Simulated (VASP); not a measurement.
Set up this calculation in VASP 6.6.1, as the native input.

| Item | Value |
| --- | --- |
| Task | relaxation of cell and atoms |
| Functional | PBE |
| Potentials or basis | VASP PAW PBE potentials, release 64 (P) |
| Cutoff | 600 eV |
| k mesh | 22 × 22 × 22 |
| Occupations | gaussian, width 0.1 eV |
| Spin | no spin polarisation |
| Dipole correction | no |
| Further INCAR settings | ALGO = Fast; EDIFF = 1e-07; IBRION = 2; EDIFFG = -0.01; NSW = 100; ISIF = 3 |

The structure of P lies in POSCAR:

```
P
1.0
    2.4436572973      0.0000000000      0.0000000000
    0.0000000000      2.4436572973      0.0000000000
    0.0000000000      0.0000000000      2.4436572973
P
1
Direct
    0.0000000000      0.0000000000      0.0000000000
```

The cell was built from a structure type or drawn by symmetry, and may not be a known phase.

The input as run:

INCAR

```
PREC     = Accurate       # precision mode
ENCUT    = 600            # plane-wave cutoff, eV
EDIFF    = 1E-7           # SCF threshold, eV
ISMEAR   = 0              # smearing method
SIGMA    = 0.1            # smearing width, eV
LREAL    = F              # projectors in reciprocal space
LASPH    = T              # aspherical terms in the spheres
NELM     = 100            # most SCF steps
ALGO     = Fast           # electronic algorithm
ISIF     = 3              # what is computed and relaxed
LWAVE    = F              # write WAVECAR
LCHARG   = F              # write CHGCAR
GGA      = PE             # functional
IBRION   = 2              # ionic algorithm
NSW      = 100            # ionic steps
EDIFFG   = -0.01          # ionic threshold
```

KPOINTS

```
Automatic mesh
0
Gamma
  22 22 22
```

Potentials or basis: VASP PAW PBE potentials, release 64 (P).

Launch:

```console
$ cat potpaw_PBE.64/P/POTCAR > POTCAR
$ mpirun -np 1 vasp_std > vasp.out
```

Results of the run:

- Relaxed volume: 14.57 Å³/atom
- Relaxed cell: a = 2.442 Å, b = 2.442 Å, c = 2.442 Å, α = 90.00°, β = 90.00°, γ = 90.00°
- Space group after relaxing (to 0.1 Å): Pm-3m (No. 221)
- Energy gained by relaxing: 0.0 meV/atom
- Ionic steps: 2
- Pressure after relaxing: 0.1 GPa
- Band gap on the k mesh: zero (an odd number of electrons rules out a gap without spin polarisation)

Wall time 18 s on 1 thread of Intel(R) Xeon(R) Platinum 8488C (Sapphire Rapids) (shared host), peak memory 0.14 GiB.
